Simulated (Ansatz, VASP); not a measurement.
## BaNa2MnP2O8: VASP beside Ansatz

```
Na Ba Mn P O
1.0
     5.45734    0.00000    0.00000
    -2.72867    4.72619    0.00000
     0.00000    0.00000    7.12592
Na Ba Mn P O
2 1 1 2 8
Direct
  0.33333 0.66667 0.18312
  0.66667 0.33333 0.81688
  0.00000 0.00000 0.50000
  0.00000 0.00000 0.00000
  0.33333 0.66667 0.73274
  0.66667 0.33333 0.26726
  0.33333 0.66667 0.51688
  0.66667 0.33333 0.48312
  0.82125 0.64250 0.18931
  0.82125 0.17875 0.18931
  0.35750 0.17875 0.18931
  0.17875 0.35750 0.81069
  0.17875 0.82125 0.81069
  0.64250 0.82125 0.81069
```

Alike in both runs: functional PBE; k mesh 4 × 4 × 4; occupations gaussian, width 0.05 eV; collinear spin.

Ansatz relaxed the structure, and its values are those at the end. VASP's run is a single point on that final structure, the one shown.

|  | VASP | Ansatz |
| --- | --- | --- |
| version | VASP 6.6.1 | Ansatz 0.2.0 |
| potentials or method | VASP PAW PBE potentials, release 64 (Na_pv, Ba_sv, Mn_pv, P, O), cutoff 600 eV | scalar-relativistic, plane waves, PAW |
| valence electrons in the cell | 95 | 101 |

```csv
,VASP,Ansatz,Ansatz less VASP
gap on the k mesh at the Fermi level (eV),2.36,2.36,+0.006
least direct gap on the mesh (eV),2.42,2.42,+0.005
pressure (GPa),0.1,0.2,+0.14
rms of the force components (eV/Å),0.039,0.007,-0.0322
net moment per atom (μB),0.36,0.36,0.000
size of the moment on the site where the two differ most (μB),4.51,4.17,-0.339
```

Site moments also hang on the region over which each program counts them. VASP's potentials hold 95 valence electrons a cell and Ansatz's 101, so a difference there can come from the potentials and not from the codes.

Neither program's run includes spin-orbit coupling.
